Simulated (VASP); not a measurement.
# MnS (F-43m) in VASP: further runs

MnS is run at these levels: PBEsol; tasks: single point.

Everything below comes from runs of VASP 6.6.1. Logs are shortened: lines on timing, memory, paths and dates and some standing lists are left out, and cuts for length are marked.

## Step 1: The cell of the first run

It takes space group F-43m (No. 216, cubic). The conventional cell has a = 4.947 Å, b = 4.947 Å, c = 4.947 Å, α = 90.00°, β = 90.00°, γ = 90.00°. Mn (site symmetry -43m) has 4 S at 2.14 Å within 2.8 Å. S (site symmetry -43m) has 4 Mn at 2.14 Å within 2.8 Å.

## Step 2: Single point, PBEsol, collinear spin, zero start

Input file INCAR:

```
PREC = Accurate
ENCUT = 520
EDIFF = 1E-7
ISMEAR = -1
SIGMA = 0.05
LREAL = False
LASPH = True
NELM = 150
ALGO = Normal
ISIF = 2
LWAVE = False
LCHARG = False
ISPIN = 2
MAGMOM = 0 0
LORBIT = 11
NUPDOWN = 0.0
LMAXMIX = 4
GGA = PS
NBANDS = 20
```

Input file KPOINTS:

```
Automatic mesh
0
Gamma
  8 8 8
```

Input file POSCAR:

```
MnS
1.0
    0.0000000000      2.4734634191      2.4734634191
    2.4734634191      0.0000000000      2.4734634191
    2.4734634191      2.4734634191      0.0000000000
Mn S
1 1
Direct
    0.0000000000      0.0000000000      0.0000000000
    0.7500000000      0.7500000000      0.7500000000
```

Potentials or basis: VASP PAW PBE potentials, release 64 (Mn_pv, S).

Launch:

```console
cat potpaw_PBE.64/Mn_pv/POTCAR potpaw_PBE.64/S/POTCAR > POTCAR
mpirun -np 1 vasp_std > vasp.out
```

OUTCAR:

```text
PREC = Accurate
   ENCUT = 520
   EDIFF = 1E-7
   ISMEAR = -1
   LREAL = False
   LASPH = True
   NELM = 150
   ISIF = 2
   ISPIN = 2
   LORBIT = 11
   NUPDOWN = 0.0
   GGA = PS

 ion  position               nearest neighbor table
   1  0.000  0.000  0.000-   2 2.14   2 2.14   2 2.14   2 2.14
   2  0.750  0.750  0.750-   1 2.14   1 2.14   1 2.14   1 2.14

  LATTYP: Found a face centered cubic cell.
 ALAT       =     4.9469268382

  Lattice vectors:

 A1 = (   0.0000000000,   2.4734634191,   2.4734634191)
 A2 = (   2.4734634191,   0.0000000000,   2.4734634191)
 A3 = (   2.4734634191,   2.4734634191,   0.0000000000)

Analysis of symmetry for initial positions (statically):
=====================================================================
 Subroutine PRICEL returns:
 Original cell was already a primitive cell.

 Routine SETGRP: Setting up the symmetry group for a
 face centered cubic supercell.

 Subroutine GETGRP returns: Found 24 space group operations
 (whereof 24 operations were pure point group operations)
 out of a pool of 48 trial point group operations.

The static configuration has the point symmetry T_d .

Analysis of symmetry for dynamics (positions and initial velocities):
=====================================================================
 Subroutine PRICEL returns:
 Original cell was already a primitive cell.

 Routine SETGRP: Setting up the symmetry group for a
 face centered cubic supercell.

 Subroutine GETGRP returns: Found 24 space group operations
 (whereof 24 operations were pure point group operations)
 out of a pool of 48 trial point group operations.

The dynamic configuration has the point symmetry T_d .

Analysis of structural, dynamic, and magnetic symmetry:
=====================================================================
 Subroutine PRICEL returns:
 Original cell was already a primitive cell.

 Routine SETGRP: Setting up the symmetry group for a
 face centered cubic supercell.

 Subroutine GETGRP returns: Found 24 space group operations
 (whereof 24 operations were pure point group operations)
 out of a pool of 48 trial point group operations.

The overall configuration has the point symmetry T_d .

 Subroutine INISYM returns: Found 24 space group operations
 (whereof 24 operations are pure point group operations),
 and found     1 'primitive' translations

----------------------------------------------------------------------------------------

                                     Primitive cell

  volume of cell :      30.2654

  direct lattice vectors                    reciprocal lattice vectors
     0.000000000  2.473463419  2.473463419    -0.202145702  0.202145702  0.202145702
     2.473463419  0.000000000  2.473463419     0.202145702 -0.202145702  0.202145702
     2.473463419  2.473463419  0.000000000     0.202145702  0.202145702 -0.202145702

  length of vectors
     3.498005513  3.498005513  3.498005513     0.350126627  0.350126627  0.350126627

  position of ions in fractional coordinates (direct lattice)
     0.000000000  0.000000000  0.000000000
     0.750000000  0.750000000  0.750000000

  ion indices of the primitive-cell ions
   primitive index   ion index
                 1           1
                 2           2

----------------------------------------------------------------------------------------

 KPOINTS: Automatic mesh

Automatic generation of k-mesh.
 Grid dimensions read from file:
 generate k-points for:    8    8    8

 Generating k-lattice:

  Cartesian coordinates                     Fractional coordinates (reciprocal lattice)
    -0.025268213  0.025268213  0.025268213     0.125000000  0.000000000  0.000000000
     0.025268213 -0.025268213  0.025268213     0.000000000  0.125000000  0.000000000
     0.025268213  0.025268213 -0.025268213     0.000000000  0.000000000  0.125000000

  Length of vectors
     0.043765828  0.043765828  0.043765828

  Shift w.r.t. Gamma in fractional coordinates (k-lattice)
     0.000000000  0.000000000  0.000000000

 Subroutine IBZKPT returns following result:
 ===========================================

 Found     29 irreducible k-points:

 Following reciprocal coordinates:
            Coordinates               Weight
  0.000000  0.000000  0.000000      1.000000
  0.125000  0.000000  0.000000      8.000000
  0.250000  0.000000  0.000000      8.000000
  0.375000  0.000000  0.000000      8.000000
  0.500000  0.000000  0.000000      4.000000
  0.125000  0.125000  0.000000      6.000000
[... 16 lines left out ...]
  0.500000  0.250000  0.125000     48.000000
 -0.375000  0.250000  0.125000     24.000000
 [... further k-points ...]
   k-points           NKPTS =     29   k-points in BZ     NKDIM =     29   number of bands    NBANDS=     20
   number of dos      NEDOS =    301   number of ions     NIONS =      2
   total plane-waves  NPLWV =  21952
   dimension x,y,z NGX =    28 NGY =   28 NGZ =   28
   dimension x,y,z NGXF=    56 NGYF=   56 NGZF=   56
   ions per type =               1   1
   NGX,Y,Z   is equivalent  to a cutoff of  13.31, 13.31, 13.31 a.u.
   NGXF,Y,Z  is equivalent  to a cutoff of  26.61, 26.61, 26.61 a.u.
 SYSTEM =  unknown system
   PREC   = accura    normal or accurate (medium, high low for compatibility)
   ISTART =      0    job   : 0-new  1-cont  2-samecut
   ICHARG =      2    charge: 1-file 2-atom 10-const
   ISPIN  =      2    spin polarized calculation?
   LNONCOLLINEAR =      F non collinear calculations
   LSORBIT =      F    spin-orbit coupling
   LASPH  =      T    aspherical Exc in radial PAW
   ENCUT  =  520.0 eV  38.22 Ry    6.18 a.u.   6.50  6.50  6.50*2*pi/ulx,y,z
   NELM   =    150;   NELMIN=  2; NELMDL= -5     # of ELM steps
   EDIFF  = 0.1E-06   stopping-criterion for ELM
   LREAL  =      F    real-space projection
   EDIFFG = 0.1E-05   stopping-criterion for IOM
   NSW    =      0    number of steps for IOM
   IBRION =     -1    ionic relax: 0-MD 1-quasi-New 2-CG
   NFREE  =      0    steps in history (QN), initial steepest desc. (CG)
   ISIF   =      2    stress and relaxation
   ISYM   =      2    0-nonsym 1-usesym 2-fastsym
   POTIM  = 0.5000    time-step for ionic-motion
   TEBEG  =    0.0;   TEEND  =   0.0 temperature during run
   PSTRESS=    0.0 pullay stress
   NELECT =      19.0000    total number of electrons
   NUPDOWN=       0.0000    fix difference up-down
   EMIN   =  10.00;   EMAX   =-10.00  energy-range for DOS
   EFERMI =   0.00;   METHOD = LEGACY
   ISMEAR =    -1;   SIGMA  =   0.05  broadening in eV -4-tet -1-fermi 0-gaus
   EFERMI_NEDOS =   21; number of points for ismear=-14 and -15
   IALGO  =     38    algorithm
   IMIX   =      4    mixing-type and parameters
     AMIX     =   0.40;   BMIX     =  1.00
     AMIX_MAG =   1.60;   BMIX_MAG =  1.00
  volume/ion in A,a.u.               =      15.13       102.12
  Fermi-wavevector in a.u.,A,eV,Ry     =   1.401771  2.648964 26.734947  1.964963
  Thomas-Fermi vector in A             =   2.524600
   LORBIT       =     11    0 simple, 1 ext, 2 COOP (PROOUT), +10 PAW based schemes
   GGA     = PS    functional components
   LHFCALC =     F    Hartree Fock is set to
   AEXX    =    0.0000 exact exchange contribution
   IVDW    =     0    specifies the selected vdW correction
   LEPSILON=     F    determine dielectric tensor
   LRPA    =     F    only Hartree local field effects (RPA)
 spin polarized calculation
  energy-cutoff  :      520.00
  volume of cell :       30.27
 maximum number of plane-waves:       869
 NGX is ok and might be reduce to    28
   NGX = 13   NGY = 13   NGZ = 13

 number of electron      18.9999987 magnetization       0.0000000

 number of electron      18.9999987 magnetization      -0.0000000

 Free energy of the ion-electron system (eV)
  ---------------------------------------------------
  ext. energy  EPLUGINS =         0.00000000
  ---------------------------------------------------
  free energy    TOTEN  =       -14.78253359 eV

  energy without entropy =      -14.75985002  energy(sigma->0) =      -14.77119181

 E-fermi :   7.2720     XC(G=0): -11.4255

 val. band max:        7.2718983093   @ k =  -0.2500   0.3750   0.1250
 cond. band min:       7.2782439726   @ k =   0.5000   0.2500   0.1250
 fundamental gap:      0.0063456633
 Fermi energy:         7.2719768474

 spin component 1

 k-point     1 :       0.0000    0.0000    0.0000
  band No.  band energies     occupation
      1     -40.2618      1.00000
      2     -40.2618      1.00000
      3     -40.2618      1.00000
      4      -7.9731      1.00000
      5       2.6062      1.00000
      6       2.6062      1.00000
[... 12 lines left out ...]
     19      22.8174      0.00000
     20      23.4324      0.00000

 k-point     2 :       0.1250    0.0000    0.0000
  band No.  band energies     occupation
      1     -40.2656      1.00000
      2     -40.2623      1.00000
      3     -40.2623      1.00000
      4      -7.8099      1.00000
      5       2.2931      1.00000
      6       2.6607      1.00000
[... 12 lines left out ...]
     19      22.0938      0.00000
     20      24.9083      0.00000

 k-point     3 :       0.2500    0.0000    0.0000
  band No.  band energies     occupation
      1     -40.2750      1.00000
      2     -40.2638      1.00000
      3     -40.2638      1.00000
      4      -7.3829      1.00000
      5       1.5950      1.00000
      6       2.7782      1.00000
[... 12 lines left out ...]
     19      21.8096      0.00000
     20      27.5473      0.00000

 k-point     4 :       0.3750    0.0000    0.0000
  band No.  band energies     occupation
      1     -40.2843      1.00000
      2     -40.2652      1.00000
      3     -40.2652      1.00000
      4      -6.8953      1.00000
      5       0.9242      1.00000
      6       2.8690      1.00000
[... 429 lines left out ...]
 k-point    23 :       0.5000    0.2500    0.1250
  band No.  band energies     occupation
      1     -40.2829      1.00000
      2     -40.2714      1.00000
      3     -40.2671      1.00000
      4      -6.6432      1.00000
      5       1.1585      1.00000
      6       2.4317      1.00000
[... 12 lines left out ...]
     19      24.6771      0.00000
     20      25.5721      0.00000

 k-point    24 :      -0.3750    0.2500    0.1250
  band No.  band energies     occupation
      1     -40.2852      1.00000
      2     -40.2724      1.00000
      3     -40.2680      1.00000
      4      -6.4606      1.00000
      5       1.0900      1.00000
      6       2.3028      1.00000
[... 12 lines left out ...]
     19      23.9238      0.00000
     20      26.0280      0.00000

 [... further k-points ...]

 spin component 2

 k-point     1 :       0.0000    0.0000    0.0000
  band No.  band energies     occupation
      1     -40.2618      1.00000
      2     -40.2618      1.00000
      3     -40.2618      1.00000
      4      -7.9731      1.00000
      5       2.6062      1.00000
      6       2.6062      1.00000
[... 12 lines left out ...]
     19      22.8173      0.00000
     20      23.4324      0.00000

 k-point     2 :       0.1250    0.0000    0.0000
  band No.  band energies     occupation
      1     -40.2656      1.00000
      2     -40.2623      1.00000
      3     -40.2623      1.00000
      4      -7.8099      1.00000
      5       2.2931      1.00000
      6       2.6607      1.00000
[... 12 lines left out ...]
     19      22.0937      0.00000
     20      24.9083      0.00000

 k-point     3 :       0.2500    0.0000    0.0000
  band No.  band energies     occupation
      1     -40.2750      1.00000
      2     -40.2638      1.00000
      3     -40.2638      1.00000
      4      -7.3829      1.00000
      5       1.5950      1.00000
      6       2.7782      1.00000
[... 12 lines left out ...]
     19      21.8096      0.00000
     20      27.5473      0.00000

 k-point     4 :       0.3750    0.0000    0.0000
  band No.  band energies     occupation
      1     -40.2843      1.00000
      2     -40.2652      1.00000
      3     -40.2652      1.00000
      4      -6.8953      1.00000
      5       0.9242      1.00000
      6       2.8691      1.00000
[... 429 lines left out ...]
 k-point    23 :       0.5000    0.2500    0.1250
  band No.  band energies     occupation
      1     -40.2829      1.00000
      2     -40.2714      1.00000
      3     -40.2671      1.00000
      4      -6.6432      1.00000
      5       1.1585      1.00000
      6       2.4317      1.00000
[... 12 lines left out ...]
     19      24.6771      0.00000
     20      25.5721      0.00000

 k-point    24 :      -0.3750    0.2500    0.1250
  band No.  band energies     occupation
      1     -40.2852      1.00000
      2     -40.2724      1.00000
      3     -40.2680      1.00000
      4      -6.4606      1.00000
      5       1.0900      1.00000
      6       2.3028      1.00000
[... 12 lines left out ...]
     19      23.9238      0.00000
     20      26.0280      0.00000

 [... further k-points ...]

------------------------ aborting loop because EDIFF is reached ----------------------------------------

  FORCE on cell =-STRESS in cart. coord.  units (eV):
  Direction    XX          YY          ZZ          XY          YZ          ZX
  --------------------------------------------------------------------------------------
  -------------------------------------------------------------------------------------
  Total       -0.5544132     -0.5544132     -0.5544132      0.0000000      0.0000000     -0.0000000
  in kB      -29.3492973    -29.3492973    -29.3492973      0.0000000      0.0000000     -0.0000000
  external PRESSURE =     -29.3492973 kB  Pullay stress =       0.0000000 kB

 VOLUME and BASIS-vectors are now :
 -----------------------------------------------------------------------------
  energy-cutoff  :      520.00
  volume of cell :       30.27
      direct lattice vectors                 reciprocal lattice vectors
     0.000000000  2.473463419  2.473463419    -0.202145702  0.202145702  0.202145702
     2.473463419  0.000000000  2.473463419     0.202145702 -0.202145702  0.202145702
     2.473463419  2.473463419  0.000000000     0.202145702  0.202145702 -0.202145702

 POSITION                                       TOTAL-FORCE (eV/Angst)
 -----------------------------------------------------------------------------------
      0.00000      0.00000      0.00000         0.000000      0.000000      0.000000
      3.71020      3.71020      3.71020         0.000000     -0.000000     -0.000000
 -----------------------------------------------------------------------------------
    total drift:                               -0.000001     -0.000001     -0.000001

  FREE ENERGIE OF THE ION-ELECTRON SYSTEM (eV)
  ---------------------------------------------------
  free  energy   TOTEN  =       -14.7825335930 eV

  energy  without entropy=      -14.7598500228  energy(sigma->0) =      -14.77119181

 total charge

# of ion       s       p       d       tot
------------------------------------------
    1        0.357   6.316   5.371  12.043
    2        1.315   2.401   0.000   3.717
--------------------------------------------------
tot          1.672   8.717   5.371  15.760

 magnetization (x)

# of ion       s       p       d       tot
------------------------------------------
    1        0.000   0.000   0.000   0.000
    2       -0.000   0.000   0.000   0.000
--------------------------------------------------
tot         -0.000   0.000   0.000   0.000
```

Wall time 24 s (1 thread of Intel Xeon Platinum 8559C (Emerald Rapids), shared host); peak memory 0.18 GiB.

Results:

| Item | Value |
| --- | --- |
| Free energy | -14.7825 eV |
| Pressure | -2.9 GPa |
| Net moment | 0.00 μB per cell |
| Valence electrons inside the program's atomic spheres | Mn 12.04; S 3.72 |

Caveat: the PAW data sets were made with another functional, which shifts forces and pressure a little; the total moment is fixed, so each spin has its own Fermi level.

[end of part 1 of 2]
